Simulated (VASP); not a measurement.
# Ho3O (Pm-3n) in VASP: notebook

Ho3O is run at these levels: PBE; tasks: single point.

All numbers are computed with VASP 6.6.1; they aren't measurements. Logs are shortened: lines on timing, memory, paths and dates and some standing lists are left out, and cuts for length are marked.

## (1) The cell of the first run

It takes space group Pm-3n (No. 223, cubic). The conventional cell has a = 5.742 Å, b = 5.742 Å, c = 5.742 Å, α = 90.00°, β = 90.00°, γ = 90.00°. Ho (site symmetry -4m2) has 10 Ho at 2.87 to 3.52 Å and 4 O at 3.21 Å within 3.8 Å. Within 4.2 Å of O (site symmetry m-3) lie 12 Ho at 3.21 Å.

The cell was built from a structure type or drawn by symmetry, and may not be a known phase.

## (2) Single point, PBE

File INCAR:

```
SYSTEM = Ho3O
  PREC = Accurate
  ENCUT = 600
  EDIFF = 1E-6
  ISMEAR = 0
  SIGMA = 0.1
  LREAL = .False.
  LASPH = .True.
  NELM = 200
  ALGO = Normal
  ISIF = 2
  LWAVE = .False.
  LCHARG = .False.
  GGA = PE
  NBANDS = 43
  GGA_COMPAT = .False.
  LMAXMIX = 6
```

File KPOINTS:

```
regular mesh
0
Gamma
  4 4 4
  0 0 0
```

File POSCAR:

```
Ho3O
1.0
    5.7417854700      0.0000000000      0.0000000000
    0.0000000000      5.7417854700      0.0000000000
    0.0000000000      0.0000000000      5.7417854700
Ho O
6 2
Direct
    0.5000000000      0.2500000000      0.0000000000
    0.5000000000      0.7500000000      0.0000000000
    0.2500000000      0.0000000000      0.5000000000
    0.7500000000      0.0000000000      0.5000000000
    0.0000000000      0.5000000000      0.2500000000
    0.0000000000      0.5000000000      0.7500000000
    0.5000000000      0.5000000000      0.5000000000
    0.0000000000      0.0000000000      0.0000000000
```

Potentials or basis: VASP PAW PBE potentials, release 64 (Ho_3, O), 4f in core.

Command:

```sh
cat potpaw_PBE.64/Ho_3/POTCAR potpaw_PBE.64/O/POTCAR > POTCAR
mpirun -np 1 vasp_std > vasp.out
```

OUTCAR:

```text
SYSTEM = Ho3O
   PREC = Accurate
   ENCUT = 600
   EDIFF = 1E-6
   ISMEAR = 0
   LREAL = .False.
   LASPH = .True.
   NELM = 200
   ISIF = 2
   GGA = PE

 ion  position               nearest neighbor table
   1  0.500  0.250  0.000-   2 2.87   2 2.87   4 3.52   3 3.52   4 3.52   3 3.52   6 3.52   5 3.52
                             5 3.52   6 3.52
   2  0.500  0.750  0.000-   1 2.87   1 2.87   4 3.52   3 3.52   4 3.52   3 3.52   6 3.52   5 3.52
                             5 3.52   6 3.52
   3  0.250  0.000  0.500-   4 2.87   4 2.87   1 3.52   1 3.52   2 3.52   2 3.52   6 3.52   5 3.52
                             6 3.52   5 3.52
   4  0.750  0.000  0.500-   3 2.87   3 2.87   1 3.52   1 3.52   2 3.52   2 3.52   6 3.52   5 3.52
                             6 3.52   5 3.52
   5  0.000  0.500  0.250-   6 2.87   6 2.87   3 3.52   4 3.52   1 3.52   2 3.52   3 3.52   4 3.52
                             1 3.52   2 3.52
   6  0.000  0.500  0.750-   5 2.87   5 2.87   3 3.52   4 3.52   1 3.52   2 3.52   3 3.52   4 3.52
                             1 3.52   2 3.52
   7  0.500  0.500  0.500-
   8  0.000  0.000  0.000-

  LATTYP: Found a simple cubic cell.
 ALAT       =     5.7417854700

  Lattice vectors:

 A1 = (   5.7417854700,   0.0000000000,   0.0000000000)
 A2 = (   0.0000000000,   5.7417854700,   0.0000000000)
 A3 = (   0.0000000000,   0.0000000000,   5.7417854700)

Analysis of symmetry for initial positions (statically):
=====================================================================
 Subroutine PRICEL returns:
 Original cell was already a primitive cell.

 Routine SETGRP: Setting up the symmetry group for a
 simple cubic supercell.

 Subroutine GETGRP returns: Found 48 space group operations
 (whereof 24 operations were pure point group operations)
 out of a pool of 48 trial point group operations.

The static configuration has the point symmetry T_h .
 The point group associated with its full space group is O_h .

Analysis of symmetry for dynamics (positions and initial velocities):
=====================================================================
 Subroutine PRICEL returns:
 Original cell was already a primitive cell.

 Routine SETGRP: Setting up the symmetry group for a
 simple cubic supercell.

 Subroutine GETGRP returns: Found 48 space group operations
 (whereof 24 operations were pure point group operations)
 out of a pool of 48 trial point group operations.

The dynamic configuration has the point symmetry T_h .
 The point group associated with its full space group is O_h .

 Subroutine INISYM returns: Found 48 space group operations
 (whereof 24 operations are pure point group operations),
 and found     1 'primitive' translations

----------------------------------------------------------------------------------------

                                     Primitive cell

  volume of cell :     189.2958

  direct lattice vectors                    reciprocal lattice vectors
     5.741785470  0.000000000  0.000000000     0.174161854  0.000000000  0.000000000
     0.000000000  5.741785470  0.000000000     0.000000000  0.174161854  0.000000000
     0.000000000  0.000000000  5.741785470     0.000000000  0.000000000  0.174161854

  length of vectors
     5.741785470  5.741785470  5.741785470     0.174161854  0.174161854  0.174161854

  position of ions in fractional coordinates (direct lattice)
     0.500000000  0.250000000  0.000000000
     0.500000000  0.750000000  0.000000000
     0.250000000  0.000000000  0.500000000
     0.750000000  0.000000000  0.500000000
     0.000000000  0.500000000  0.250000000
     0.000000000  0.500000000  0.750000000
     0.500000000  0.500000000  0.500000000
     0.000000000  0.000000000  0.000000000

  ion indices of the primitive-cell ions
   primitive index   ion index
                 1           1
                 2           2
                 3           3
                 4           4
                 5           5
                 6           6
                 7           7
                 8           8

----------------------------------------------------------------------------------------

 KPOINTS: regular mesh

Automatic generation of k-mesh.
 Grid dimensions read from file:
 generate k-points for:    4    4    4

 Generating k-lattice:

  Cartesian coordinates                     Fractional coordinates (reciprocal lattice)
     0.043540463  0.000000000  0.000000000     0.250000000  0.000000000  0.000000000
     0.000000000  0.043540463  0.000000000     0.000000000  0.250000000  0.000000000
     0.000000000  0.000000000  0.043540463     0.000000000  0.000000000  0.250000000

  Length of vectors
     0.043540463  0.043540463  0.043540463

  Shift w.r.t. Gamma in fractional coordinates (k-lattice)
     0.000000000  0.000000000  0.000000000

 Subroutine IBZKPT returns following result:
 ===========================================

 Found     10 irreducible k-points:

 Following reciprocal coordinates:
            Coordinates               Weight
  0.000000  0.000000  0.000000      1.000000
  0.250000  0.000000  0.000000      6.000000
  0.500000  0.000000  0.000000      3.000000
  0.250000  0.250000  0.000000     12.000000
  0.500000  0.250000  0.000000     12.000000
  0.500000  0.500000  0.000000      3.000000
  0.250000  0.250000  0.250000      8.000000
  0.500000  0.250000  0.250000     12.000000
  0.500000  0.500000  0.250000      6.000000
  0.500000  0.500000  0.500000      1.000000
   k-points           NKPTS =     10   k-points in BZ     NKDIM =     10   number of bands    NBANDS=     43
   number of dos      NEDOS =    301   number of ions     NIONS =      8
   total plane-waves  NPLWV = 110592
   dimension x,y,z NGX =    48 NGY =   48 NGZ =   48
   dimension x,y,z NGXF=    96 NGYF=   96 NGZF=   96
   ions per type =               6   2
   NGX,Y,Z   is equivalent  to a cutoff of  13.90, 13.90, 13.90 a.u.
   NGXF,Y,Z  is equivalent  to a cutoff of  27.80, 27.80, 27.80 a.u.
 SYSTEM =  Ho3O
   PREC   = accura    normal or accurate (medium, high low for compatibility)
   ISTART =      0    job   : 0-new  1-cont  2-samecut
   ICHARG =      2    charge: 1-file 2-atom 10-const
   ISPIN  =      1    spin polarized calculation?
   LNONCOLLINEAR =      F non collinear calculations
   LSORBIT =      F    spin-orbit coupling
   LASPH  =      T    aspherical Exc in radial PAW
   ENCUT  =  600.0 eV  44.10 Ry    6.64 a.u.  11.47 11.47 11.47*2*pi/ulx,y,z
   NELM   =    200;   NELMIN=  2; NELMDL= -5     # of ELM steps
   EDIFF  = 0.1E-05   stopping-criterion for ELM
   LREAL  =      F    real-space projection
   EDIFFG = 0.1E-04   stopping-criterion for IOM
   NSW    =      0    number of steps for IOM
   IBRION =     -1    ionic relax: 0-MD 1-quasi-New 2-CG
   NFREE  =      0    steps in history (QN), initial steepest desc. (CG)
   ISIF   =      2    stress and relaxation
   ISYM   =      2    0-nonsym 1-usesym 2-fastsym
   POTIM  = 0.5000    time-step for ionic-motion
   TEBEG  =    0.0;   TEEND  =   0.0 temperature during run
   PSTRESS=    0.0 pullay stress
   NELECT =      66.0000    total number of electrons
   NUPDOWN=      -1.0000    fix difference up-down
   EMIN   =  10.00;   EMAX   =-10.00  energy-range for DOS
   EFERMI =   0.00;   METHOD = LEGACY
   ISMEAR =     0;   SIGMA  =   0.10  broadening in eV -4-tet -1-fermi 0-gaus
   EFERMI_NEDOS =   21; number of points for ismear=-14 and -15
   IALGO  =     38    algorithm
   IMIX   =      4    mixing-type and parameters
     AMIX     =   0.40;   BMIX     =  1.00
     AMIX_MAG =   1.60;   BMIX_MAG =  1.00
  volume/ion in A,a.u.               =      23.66       159.68
  Fermi-wavevector in a.u.,A,eV,Ry     =   1.152239  2.177416 18.063834  1.327654
  Thomas-Fermi vector in A             =   2.288891
   LORBIT       =      0    0 simple, 1 ext, 2 COOP (PROOUT), +10 PAW based schemes
   GGA     = PE    functional components
   LHFCALC =     F    Hartree Fock is set to
   AEXX    =    0.0000 exact exchange contribution
   IVDW    =     0    specifies the selected vdW correction
   LEPSILON=     F    determine dielectric tensor
   LRPA    =     F    only Hartree local field effects (RPA)
 non-spin polarized calculation
 Gauss-broadening in eV      SIGMA  =   0.10
  energy-cutoff  :      600.00
  volume of cell :      189.30
 maximum number of plane-waves:      6382
 NGX is ok and might be reduce to    48
   NGX = 23   NGY = 23   NGZ = 23

 number of electron      66.0000008 magnetization

 Free energy of the ion-electron system (eV)
  ---------------------------------------------------
  ext. energy  EPLUGINS =         0.00000000
  ---------------------------------------------------
  free energy    TOTEN  =       -36.82635839 eV

  energy without entropy =      -36.77040468  energy(sigma->0) =      -36.79838153

 E-fermi :   3.3672     XC(G=0): -10.1999

 val. band max:        3.3393730263   @ k =   0.2500   0.0000   0.0000
 cond. band min:       3.3731835992   @ k =   0.2500   0.2500   0.2500
 fundamental gap:      0.0338105729
 Fermi energy:         3.3671985669

 k-point     1 :       0.0000    0.0000    0.0000
  band No.  band energies     occupation
      1     -21.7876      2.00000
      2     -21.7876      2.00000
      3     -21.6122      2.00000
      4     -21.0226      2.00000
      5     -21.0226      2.00000
      6     -21.0226      2.00000
[... 35 lines left out ...]
     42       5.1951      0.00000
     43       5.3732      0.00000

 k-point     2 :       0.2500    0.0000    0.0000
  band No.  band energies     occupation
      1     -21.7775      2.00000
      2     -21.7230      2.00000
      3     -21.4566      2.00000
      4     -21.0161      2.00000
      5     -21.0161      2.00000
      6     -20.9513      2.00000
[... 35 lines left out ...]
     42       5.2364      0.00000
     43       5.4994      0.00000

 k-point     3 :       0.5000    0.0000    0.0000
  band No.  band energies     occupation
      1     -21.7486      2.00000
      2     -21.7486      2.00000
      3     -21.0105      2.00000
      4     -21.0105      2.00000
      5     -20.8507      2.00000
      6     -20.8507      2.00000
[... 35 lines left out ...]
     42       5.3452      0.00000
     43       6.0927      0.00000

 k-point     4 :       0.2500    0.2500    0.0000
  band No.  band energies     occupation
      1     -21.7527      2.00000
      2     -21.5449      2.00000
      3     -21.4313      2.00000
      4     -20.9941      2.00000
      5     -20.9532      2.00000
      6     -20.9461      2.00000
[... 35 lines left out ...]
     42       5.5258      0.00000
     43       5.6636      0.00000

 k-point     5 :       0.5000    0.2500    0.0000
  band No.  band energies     occupation
      1     -21.7510      2.00000
      2     -21.5061      2.00000
      3     -20.9945      2.00000
      4     -20.9697      2.00000
      5     -20.8491      2.00000
      6     -20.8419      2.00000
[... 35 lines left out ...]
     42       5.6179      0.00000
     43       5.6497      0.00000

 k-point     6 :       0.5000    0.5000    0.0000
  band No.  band energies     occupation
      1     -21.7533      2.00000
      2     -20.9803      2.00000
      3     -20.9803      2.00000
      4     -20.9190      2.00000
      5     -20.9035      2.00000
      6     -20.7935      2.00000
[... 35 lines left out ...]
     42       5.7099      0.00000
     43       5.8190      0.00000

 k-point     7 :       0.2500    0.2500    0.2500
  band No.  band energies     occupation
      1     -21.5350      2.00000
      2     -21.5350      2.00000
      3     -21.4304      2.00000
      4     -20.9505      2.00000
      5     -20.9233      2.00000
      6     -20.9233      2.00000
[... 35 lines left out ...]
     42       5.4259      0.00000
     43       5.4355      0.00000

 k-point     8 :       0.5000    0.2500    0.2500
  band No.  band energies     occupation
      1     -21.5084      2.00000
      2     -21.5084      2.00000
      3     -20.9660      2.00000
      4     -20.9660      2.00000
      5     -20.8596      2.00000
      6     -20.8596      2.00000
[... 35 lines left out ...]
     42       5.2668      0.00000
     43       5.7272      0.00000

 k-point     9 :       0.5000    0.5000    0.2500
  band No.  band energies     occupation
      1     -21.5106      2.00000
      2     -20.9654      2.00000
      3     -20.9654      2.00000
      4     -20.9209      2.00000
      5     -20.9156      2.00000
      6     -20.8722      2.00000
[... 35 lines left out ...]
     42       5.2586      0.00000
     43       5.5211      0.00000

 k-point    10 :       0.5000    0.5000    0.5000
  band No.  band energies     occupation
      1     -20.9393      2.00000
      2     -20.9393      2.00000
      3     -20.9229      2.00000
      4     -20.9229      2.00000
      5     -20.9229      2.00000
      6     -20.9229      2.00000
[... 35 lines left out ...]
     42       5.1397      0.00000
     43       5.1404      0.00000

------------------------ aborting loop because EDIFF is reached ----------------------------------------

  FORCE on cell =-STRESS in cart. coord.  units (eV):
  Direction    XX          YY          ZZ          XY          YZ          ZX
  --------------------------------------------------------------------------------------
  -------------------------------------------------------------------------------------
  Total        1.1821804      1.1821804      1.1821804     -0.0000000      0.0000000      0.0000000
  in kB       10.0058373     10.0058373     10.0058373     -0.0000000      0.0000000      0.0000000
  external PRESSURE =      10.0058373 kB  Pullay stress =       0.0000000 kB

 VOLUME and BASIS-vectors are now :
 -----------------------------------------------------------------------------
  energy-cutoff  :      600.00
  volume of cell :      189.30
      direct lattice vectors                 reciprocal lattice vectors
     5.741785470  0.000000000  0.000000000     0.174161854  0.000000000  0.000000000
     0.000000000  5.741785470  0.000000000     0.000000000  0.174161854  0.000000000
     0.000000000  0.000000000  5.741785470     0.000000000  0.000000000  0.174161854

 POSITION                                       TOTAL-FORCE (eV/Angst)
 -----------------------------------------------------------------------------------
      2.87089      1.43545      0.00000         0.000000     -0.000000     -0.000000
      2.87089      4.30634      0.00000        -0.000000      0.000000      0.000000
      1.43545      0.00000      2.87089        -0.000000      0.000000      0.000000
      4.30634      0.00000      2.87089         0.000000     -0.000000     -0.000000
      0.00000      2.87089      1.43545         0.000000      0.000000     -0.000000
      0.00000      2.87089      4.30634        -0.000000      0.000000      0.000000
      2.87089      2.87089      2.87089         0.000000     -0.000000      0.000000
      0.00000      0.00000      0.00000         0.000000     -0.000000      0.000000
 -----------------------------------------------------------------------------------
    total drift:                                0.000000     -0.000000      0.000000

  FREE ENERGIE OF THE ION-ELECTRON SYSTEM (eV)
  ---------------------------------------------------
  free  energy   TOTEN  =       -36.8263583869 eV

  energy  without entropy=      -36.7704046807  energy(sigma->0) =      -36.79838153
```

Wall time 82 s (1 thread of Intel Xeon Platinum 8488C (Sapphire Rapids), shared host); peak memory 0.36 GiB.

Results:

| Quantity | Value |
| --- | --- |
| Free energy | -36.8264 eV |
| Pressure | 1.0 GPa |
| Band gap on the k mesh | zero (bands 33 and 34 overlap by 1.05 eV) |

Caveat: spin-orbit coupling is left out, which moves the levels of the heavy elements; the 4f electrons are frozen in the core, so they carry no moment and show no levels; the run has no spin polarisation, though such a crystal can be magnetic. With open d or f shells a metallic result of PBE can be an artefact of self-interaction; +U or a hybrid may open a gap.

## (3) Single point, PBE

This run uses another cell than the first one, of 23.80 Å³/atom.

File INCAR:

```
PREC     = Accurate       # precision mode
ENCUT    = 600            # plane-wave cutoff, eV
EDIFF    = 1E-6           # SCF threshold, eV
ISMEAR   = 0              # smearing method
SIGMA    = 0.1            # smearing width, eV
LREAL    = F              # projectors in reciprocal space
LASPH    = T              # aspherical terms in the spheres
NELM     = 200            # most SCF steps
ALGO     = Normal         # electronic algorithm
ISIF     = 2              # what is computed and relaxed
LWAVE    = F              # write WAVECAR
LCHARG   = T              # write CHGCAR
GGA      = PE             # functional
LELF     = T              # ELF
LVHAR    = T            
NBANDS   = 43             # bands
GGA_COMPAT= F            
LMAXMIX  = 6              # l up to which the mixer works
```

File KPOINTS:

```
regular mesh
0
Gamma
  8 8 8
```

POSCAR: that of step 2 with these lines changed.

```diff
@@ -2,5 +2,5 @@
 1.0
-    5.7417854700      0.0000000000      0.0000000000
-    0.0000000000      5.7417854700      0.0000000000
-    0.0000000000      0.0000000000      5.7417854700
+    5.7532503105      0.0000000000      0.0000000000
+    0.0000000000      5.7532503105      0.0000000000
+    0.0000000000      0.0000000000      5.7532503105
 Ho O
```

Potentials or basis: VASP PAW PBE potentials, release 64 (Ho_3, O), 4f in core.

Command:

```sh
cat potpaw_PBE.64/Ho_3/POTCAR potpaw_PBE.64/O/POTCAR > POTCAR
mpirun -np 1 vasp_std > vasp.out
```

Wall time 4.4 min (1 thread of Intel Xeon Platinum 8488C (Sapphire Rapids), shared host); peak memory 0.49 GiB.

Results (log left out):

| Item | Value |
| --- | --- |
| Free energy | -36.8818 eV |
| Pressure | 0.6 GPa |
| Band gap on the k mesh | zero (bands 33 and 34 overlap by 1.08 eV) |

Levels at points of the mesh, in eV from the Fermi level:
```tsv
k point	band 30	band 31	band 32	band 33	band 34	band 35	band 36	band 37
(0.00, 0.00, 0.00)	-1.12	-1.12	-1.12	-0.34	0.12	0.83	0.83	0.83
(0.50, 0.00, 0.00)	-1.20	-0.83	-0.83	0.00	0.00	0.04	0.04	0.59
(0.50, 0.50, 0.00)	-0.98	-0.44	-0.31	0.01	0.01	0.10	0.41	0.54
(0.50, 0.50, 0.50)	-0.82	-0.82	-0.82	0.97	0.97	0.97	0.97	0.97
```

Caveat: spin-orbit coupling is left out, which moves the levels of the heavy elements; the 4f electrons are frozen in the core, so they carry no moment and show no levels; the run has no spin polarisation, though such a crystal can be magnetic. Spin polarisation is off, so any magnetic state and its effect on volume and gap are missing.
